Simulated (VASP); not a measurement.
# SnSb2 (Fm-3m) in VASP: notebook

SnSb2 is run at these levels: PBE; tasks: single point, relaxation of cell and atoms.

All numbers are computed with VASP 6.6.1; they aren't measurements. Logs are shortened: lines on timing, memory, paths and dates and some standing lists are left out, and cuts for length are marked.

### 1 The cell of the first run

Symmetry: Fm-3m, No. 225, cubic system. Conventional cell: a = 7.289 Å, b = 7.289 Å, c = 7.289 Å, α = 90.00°, β = 90.00°, γ = 90.00°. Within 4.2 Å of Sn (site symmetry m-3m) lie 8 Sb at 3.16 Å. Within 4.2 Å of Sb (site symmetry -43m) lie 4 Sn at 3.16 Å and 6 Sb at 3.64 Å.

### 2 Single point, PBE

INCAR reads:

```
SYSTEM = SnSb2
PREC = Accurate ; ENCUT = 520
EDIFF = 1E-7 ; ISMEAR = 0
SIGMA = 0.1 ; LREAL = .False.
LASPH = .True. ; NELM = 100
ALGO = Normal ; ISIF = 2
LWAVE = .False. ; LCHARG = .False.
GGA = PE ; NBANDS = 19
```

KPOINTS reads:

```
Automatic mesh
0
Gamma
  12 12 12
  0 0 0
```

POSCAR reads:

```
SnSb2
1.0
    0.0000000000      3.6442975241      3.6442975241
    3.6442975241      0.0000000000      3.6442975241
    3.6442975241      3.6442975241      0.0000000000
Sn Sb
1 2
Direct
    0.0000000000      0.0000000000      0.0000000000
    0.2500000000      0.2500000000      0.2500000000
    0.7500000000      0.7500000000      0.7500000000
```

Potentials or basis: VASP PAW PBE potentials, release 64 (Sn_d, Sb).

Started as:

```bash
> cat potpaw_PBE.64/Sn_d/POTCAR potpaw_PBE.64/Sb/POTCAR > POTCAR
> mpirun -np 1 vasp_std > vasp.out
```

OUTCAR:

```text
SYSTEM = SnSb2
   PREC = Accurate
   ENCUT = 520
   EDIFF = 1E-7
   ISMEAR = 0
   LREAL = .False.
   LASPH = .True.
   NELM = 100
   ISIF = 2
   GGA = PE

 ion  position               nearest neighbor table
   1  0.000  0.000  0.000-   3 3.16   3 3.16   3 3.16   2 3.16   3 3.16   2 3.16   2 3.16   2 3.16

   2  0.250  0.250  0.250-   1 3.16   1 3.16   1 3.16   1 3.16   3 3.64   3 3.64   3 3.64   3 3.64
                             3 3.64   3 3.64
   3  0.750  0.750  0.750-   1 3.16   1 3.16   1 3.16   1 3.16   2 3.64   2 3.64   2 3.64   2 3.64
                             2 3.64   2 3.64

  LATTYP: Found a face centered cubic cell.
 ALAT       =     7.2885950482

  Lattice vectors:

 A1 = (   0.0000000000,   3.6442975241,   3.6442975241)
 A2 = (   3.6442975241,   0.0000000000,   3.6442975241)
 A3 = (   3.6442975241,   3.6442975241,   0.0000000000)

Analysis of symmetry for initial positions (statically):
=====================================================================
 Subroutine PRICEL returns:
 Original cell was already a primitive cell.

 Routine SETGRP: Setting up the symmetry group for a
 face centered cubic supercell.

 Subroutine GETGRP returns: Found 48 space group operations
 (whereof 48 operations were pure point group operations)
 out of a pool of 48 trial point group operations.

The static configuration has the point symmetry O_h .

Analysis of symmetry for dynamics (positions and initial velocities):
=====================================================================
 Subroutine PRICEL returns:
 Original cell was already a primitive cell.

 Routine SETGRP: Setting up the symmetry group for a
 face centered cubic supercell.

 Subroutine GETGRP returns: Found 48 space group operations
 (whereof 48 operations were pure point group operations)
 out of a pool of 48 trial point group operations.

The dynamic configuration has the point symmetry O_h .

 Subroutine INISYM returns: Found 48 space group operations
 (whereof 48 operations are pure point group operations),
 and found     1 'primitive' translations

----------------------------------------------------------------------------------------

                                     Primitive cell

  volume of cell :      96.7991

  direct lattice vectors                    reciprocal lattice vectors
     0.000000000  3.644297524  3.644297524    -0.137200653  0.137200653  0.137200653
     3.644297524  0.000000000  3.644297524     0.137200653 -0.137200653  0.137200653
     3.644297524  3.644297524  0.000000000     0.137200653  0.137200653 -0.137200653

  length of vectors
     5.153814984  5.153814984  5.153814984     0.237638502  0.237638502  0.237638502

  position of ions in fractional coordinates (direct lattice)
     0.000000000  0.000000000  0.000000000
     0.250000000  0.250000000  0.250000000
     0.750000000  0.750000000  0.750000000

  ion indices of the primitive-cell ions
   primitive index   ion index
                 1           1
                 2           2
                 3           3

----------------------------------------------------------------------------------------

 KPOINTS: Automatic mesh

Automatic generation of k-mesh.
 Grid dimensions read from file:
 generate k-points for:   12   12   12

 Generating k-lattice:

  Cartesian coordinates                     Fractional coordinates (reciprocal lattice)
    -0.011433388  0.011433388  0.011433388     0.083333333  0.000000000  0.000000000
     0.011433388 -0.011433388  0.011433388     0.000000000  0.083333333  0.000000000
     0.011433388  0.011433388 -0.011433388     0.000000000  0.000000000  0.083333333

  Length of vectors
     0.019803208  0.019803208  0.019803208

  Shift w.r.t. Gamma in fractional coordinates (k-lattice)
     0.000000000  0.000000000  0.000000000

 Subroutine IBZKPT returns following result:
 ===========================================

 Found     72 irreducible k-points:

 Following reciprocal coordinates:
            Coordinates               Weight
  0.000000  0.000000  0.000000      1.000000
  0.083333  0.000000  0.000000      8.000000
  0.166667  0.000000  0.000000      8.000000
  0.250000  0.000000  0.000000      8.000000
  0.333333  0.000000  0.000000      8.000000
  0.416667  0.000000  0.000000      8.000000
[... 16 lines left out ...]
  0.500000  0.166667  0.000000     24.000000
 -0.416667  0.166667  0.000000     24.000000
 [... further k-points ...]
   k-points           NKPTS =     72   k-points in BZ     NKDIM =     72   number of bands    NBANDS=     19
   number of dos      NEDOS =    301   number of ions     NIONS =      3
   total plane-waves  NPLWV =  64000
   dimension x,y,z NGX =    40 NGY =   40 NGZ =   40
   dimension x,y,z NGXF=    80 NGYF=   80 NGZF=   80
   ions per type =               1   2
   NGX,Y,Z   is equivalent  to a cutoff of  12.90, 12.90, 12.90 a.u.
   NGXF,Y,Z  is equivalent  to a cutoff of  25.81, 25.81, 25.81 a.u.
 SYSTEM =  SnSb2
   PREC   = accura    normal or accurate (medium, high low for compatibility)
   ISTART =      0    job   : 0-new  1-cont  2-samecut
   ICHARG =      2    charge: 1-file 2-atom 10-const
   ISPIN  =      1    spin polarized calculation?
   LNONCOLLINEAR =      F non collinear calculations
   LSORBIT =      F    spin-orbit coupling
   LASPH  =      T    aspherical Exc in radial PAW
   ENCUT  =  520.0 eV  38.22 Ry    6.18 a.u.   9.58  9.58  9.58*2*pi/ulx,y,z
   NELM   =    100;   NELMIN=  2; NELMDL= -5     # of ELM steps
   EDIFF  = 0.1E-06   stopping-criterion for ELM
   LREAL  =      F    real-space projection
   EDIFFG = 0.1E-05   stopping-criterion for IOM
   NSW    =      0    number of steps for IOM
   IBRION =     -1    ionic relax: 0-MD 1-quasi-New 2-CG
   NFREE  =      0    steps in history (QN), initial steepest desc. (CG)
   ISIF   =      2    stress and relaxation
   ISYM   =      2    0-nonsym 1-usesym 2-fastsym
   POTIM  = 0.5000    time-step for ionic-motion
   TEBEG  =    0.0;   TEEND  =   0.0 temperature during run
   PSTRESS=    0.0 pullay stress
   NELECT =      24.0000    total number of electrons
   NUPDOWN=      -1.0000    fix difference up-down
   EMIN   =  10.00;   EMAX   =-10.00  energy-range for DOS
   EFERMI =   0.00;   METHOD = LEGACY
   ISMEAR =     0;   SIGMA  =   0.10  broadening in eV -4-tet -1-fermi 0-gaus
   EFERMI_NEDOS =   21; number of points for ismear=-14 and -15
   IALGO  =     38    algorithm
   IMIX   =      4    mixing-type and parameters
     AMIX     =   0.40;   BMIX     =  1.00
     AMIX_MAG =   1.60;   BMIX_MAG =  1.00
  volume/ion in A,a.u.               =      32.27       217.74
  Fermi-wavevector in a.u.,A,eV,Ry     =   1.028462  1.943511 14.391335  1.057733
  Thomas-Fermi vector in A             =   2.162459
   LORBIT       =      0    0 simple, 1 ext, 2 COOP (PROOUT), +10 PAW based schemes
   GGA     = PE    functional components
   LHFCALC =     F    Hartree Fock is set to
   AEXX    =    0.0000 exact exchange contribution
   IVDW    =     0    specifies the selected vdW correction
   LEPSILON=     F    determine dielectric tensor
   LRPA    =     F    only Hartree local field effects (RPA)
 non-spin polarized calculation
 Gauss-broadening in eV      SIGMA  =   0.10
  energy-cutoff  :      520.00
  volume of cell :       96.80
 maximum number of plane-waves:      2661
 NGX is ok and might be reduce to    40
   NGX = 19   NGY = 19   NGZ = 19

 number of electron      23.9999991 magnetization

 Free energy of the ion-electron system (eV)
  ---------------------------------------------------
  ext. energy  EPLUGINS =         0.00000000
  ---------------------------------------------------
  free energy    TOTEN  =       -11.22327799 eV

  energy without entropy =      -11.20275872  energy(sigma->0) =      -11.21301836

 E-fermi :   6.3250     XC(G=0):  -9.2674

 val. band max:        6.3179889061   @ k =   0.1667   0.0833   0.0000
 cond. band min:       6.3258988092   @ k =   0.4167   0.2500   0.0833
 fundamental gap:      0.0079099031
 Fermi energy:         6.3250056444

 k-point     1 :       0.0000    0.0000    0.0000
  band No.  band energies     occupation
      1     -15.2404      2.00000
      2     -15.2404      2.00000
      3     -15.2404      2.00000
      4     -15.2210      2.00000
      5     -15.2210      2.00000
      6      -5.3805      2.00000
[... 11 lines left out ...]
     18      10.9077      0.00000
     19      10.9077      0.00000

 k-point     2 :       0.0833    0.0000    0.0000
  band No.  band energies     occupation
      1     -15.2405      2.00000
      2     -15.2403      2.00000
      3     -15.2403      2.00000
      4     -15.2211      2.00000
      5     -15.2211      2.00000
      6      -5.3272      2.00000
[... 11 lines left out ...]
     18      11.1646      0.00000
     19      11.1646      0.00000

 k-point     3 :       0.1667    0.0000    0.0000
  band No.  band energies     occupation
      1     -15.2408      2.00000
      2     -15.2399      2.00000
      3     -15.2399      2.00000
      4     -15.2211      2.00000
      5     -15.2211      2.00000
      6      -5.1682      2.00000
[... 11 lines left out ...]
     18      11.8216      0.00000
     19      11.8216      0.00000

 k-point     4 :       0.2500    0.0000    0.0000
  band No.  band energies     occupation
      1     -15.2413      2.00000
      2     -15.2394      2.00000
      3     -15.2394      2.00000
      4     -15.2210      2.00000
      5     -15.2210      2.00000
      6      -4.9059      2.00000
[... 11 lines left out ...]
     18      12.6923      0.00000
     19      12.6923      0.00000

 k-point     5 :       0.3333    0.0000    0.0000
  band No.  band energies     occupation
      1     -15.2418      2.00000
      2     -15.2389      2.00000
      3     -15.2389      2.00000
      4     -15.2210      2.00000
      5     -15.2210      2.00000
      6      -4.5471      2.00000
[... 11 lines left out ...]
     18      12.5867      0.00000
     19      13.3931      0.00000
[... 334 lines left out ...]
      2     -15.2388      2.00000
      3     -15.2384      2.00000
      4     -15.2214      2.00000
      5     -15.2207      2.00000
      6      -4.6179      2.00000
[... 11 lines left out ...]
     18      12.2334      0.00000
     19      12.8079      0.00000

 k-point    22 :       0.4167    0.1667    0.0000
  band No.  band energies     occupation
      1     -15.2422      2.00000
      2     -15.2388      2.00000
      3     -15.2381      2.00000
      4     -15.2214      2.00000
      5     -15.2207      2.00000
      6      -4.2378      2.00000
[... 11 lines left out ...]
     18      12.1041      0.00000
     19      12.7338      0.00000

 k-point    23 :       0.5000    0.1667    0.0000
  band No.  band energies     occupation
      1     -15.2419      2.00000
      2     -15.2390      2.00000
      3     -15.2379      2.00000
      4     -15.2213      2.00000
      5     -15.2208      2.00000
      6      -3.7994      2.00000
[... 11 lines left out ...]
     18      12.2968      0.00000
     19      12.8073      0.00000

 k-point    24 :      -0.4167    0.1667    0.0000
  band No.  band energies     occupation
      1     -15.2416      2.00000
      2     -15.2391      2.00000
      3     -15.2380      2.00000
      4     -15.2211      2.00000
      5     -15.2209      2.00000
      6      -3.6587      2.00000
[... 11 lines left out ...]
     18      12.2592      0.00000
     19      13.3841      0.00000

 [... further k-points ...]
[... 5 lines left out ...]
  --------------------------------------------------------------------------------------
  -------------------------------------------------------------------------------------
  Total       -0.0331315     -0.0331315     -0.0331315     -0.0000000     -0.0000000      0.0000000
  in kB       -0.5483789     -0.5483789     -0.5483789     -0.0000000     -0.0000000      0.0000000
  external PRESSURE =      -0.5483789 kB  Pullay stress =       0.0000000 kB

 VOLUME and BASIS-vectors are now :
 -----------------------------------------------------------------------------
  energy-cutoff  :      520.00
  volume of cell :       96.80
      direct lattice vectors                 reciprocal lattice vectors
     0.000000000  3.644297524  3.644297524    -0.137200653  0.137200653  0.137200653
     3.644297524  0.000000000  3.644297524     0.137200653 -0.137200653  0.137200653
     3.644297524  3.644297524  0.000000000     0.137200653  0.137200653 -0.137200653

 POSITION                                       TOTAL-FORCE (eV/Angst)
 -----------------------------------------------------------------------------------
      0.00000      0.00000      0.00000        -0.000000     -0.000000      0.000000
      1.82215      1.82215      1.82215         0.000000      0.000000      0.000000
      5.46645      5.46645      5.46645        -0.000000     -0.000000     -0.000000
 -----------------------------------------------------------------------------------
    total drift:                               -0.000000      0.000000      0.000000

  FREE ENERGIE OF THE ION-ELECTRON SYSTEM (eV)
  ---------------------------------------------------
  free  energy   TOTEN  =       -11.2232779933 eV

  energy  without entropy=      -11.2027587236  energy(sigma->0) =      -11.21301836
```

It took 94 s on 1 thread of AMD EPYC 9R45 (Zen 5), shared host; peak memory 0.29 GiB.

What came out:

```
Free energy            : -11.2233 eV
Pressure               : -0.1 GPa
Band gap on the k mesh : zero (band 12 reaches 8.04 eV, above the bottom of band 13 at 4.98 eV)
```

Levels at points of the mesh, in eV from the Fermi level:
```tsv
k point	band 10	band 11	band 12	band 13	band 14	band 15
(0.00, 0.00, 0.00)	-2.15	-2.15	-1.25	-1.25	-1.25	2.00
(0.50, 0.00, 0.00)	-2.82	-1.77	-1.34	-1.34	1.80	3.56
(0.50, 0.50, 0.00)	-4.26	-1.55	1.72	1.72	2.63	2.66
```

Caveat: spin-orbit coupling is left out, which moves the levels of the heavy elements.

### 3 Relaxation of cell and atoms, PBE

This run uses another cell than the first one, of 32.51 Å³/atom, 1.008 times its volume.

INCAR reads:

```
SYSTEM = SnSb2
  ALGO = Normal
  EDIFF = 1E-6
  EDIFFG = -0.01
  ENCUT = 600
  GGA = PE
  IBRION = 2
  ISIF = 3
  ISMEAR = 0
  LASPH = .True.
  LCHARG = .False.
  LREAL = .False.
  LWAVE = .False.
  NELM = 80
  NSW = 100
  PREC = Accurate
  SIGMA = 0.1
```

KPOINTS reads:

```
k-points
0
Gamma
  12 12 12
  0 0 0
```

POSCAR reads:

```
SnSb2
1.0
    0.0000000000      3.6534591374      3.6534591374
    3.6534591374      0.0000000000      3.6534591374
    3.6534591374      3.6534591374      0.0000000000
Sn Sb
1 2
Direct
    0.0000000000      0.0000000000      0.0000000000
    0.2500000000      0.2500000000      0.2500000000
    0.7500000000      0.7500000000      0.7500000000
```

Potentials or basis: VASP PAW PBE potentials, release 64 (Sn_d, Sb).

Started as:

```bash
> cat potpaw_PBE.64/Sn_d/POTCAR potpaw_PBE.64/Sb/POTCAR > POTCAR
> mpirun -np 1 vasp_std > vasp.out
```

Run time: 4.4 min. Hardware: 1 thread of Intel Xeon 6975P-C, shared host; peak memory 0.37 GiB.

The run converged. Its results:

* Free energy: -11.2234 eV
* Relaxed volume: 32.23 Å³/atom
* Relaxed cell: a = 5.152 Å, b = 5.152 Å, c = 5.152 Å, α = 60.00°, β = 60.00°, γ = 60.00°
* Space group after relaxing (to 0.05 Å): Fm-3m (No. 225)
* Energy gained by relaxing: 0.3 meV/atom
* Ionic steps: 3
* Pressure after relaxing: 0.0 GPa
* Band gap on the k mesh: zero (band 12 reaches 8.05 eV, above the bottom of band 13 at 4.99 eV)

Step by step:
```tsv
step	energy change (eV)	largest force (eV/Å)	pressure (GPa)	volume (Å³)
1	0.0000	0.0000	-0.37	97.53
2	-0.0009	0.0000	0.10	96.48
3	-0.0010	0.0000	0.00	96.70
```

Final structure:
```
Sn Sb
1.0
     0.00000    3.64302    3.64302
     3.64302    0.00000    3.64302
     3.64302    3.64302    0.00000
Sn Sb
1 2
Direct
  0.00000 0.00000 0.00000
  0.25000 0.25000 0.25000
  0.75000 0.75000 0.75000
```

Levels at points of the mesh, in eV from the Fermi level:
```tsv
k point	band 10	band 11	band 12	band 13	band 14	band 15
(0.00, 0.00, 0.00)	-2.15	-2.15	-1.25	-1.25	-1.25	2.00
(0.50, 0.00, 0.00)	-2.82	-1.78	-1.34	-1.34	1.80	3.57
(0.50, 0.50, 0.00)	-4.26	-1.56	1.72	1.72	2.63	2.66
```

Caveat: spin-orbit coupling is left out, which moves the levels of the heavy elements.
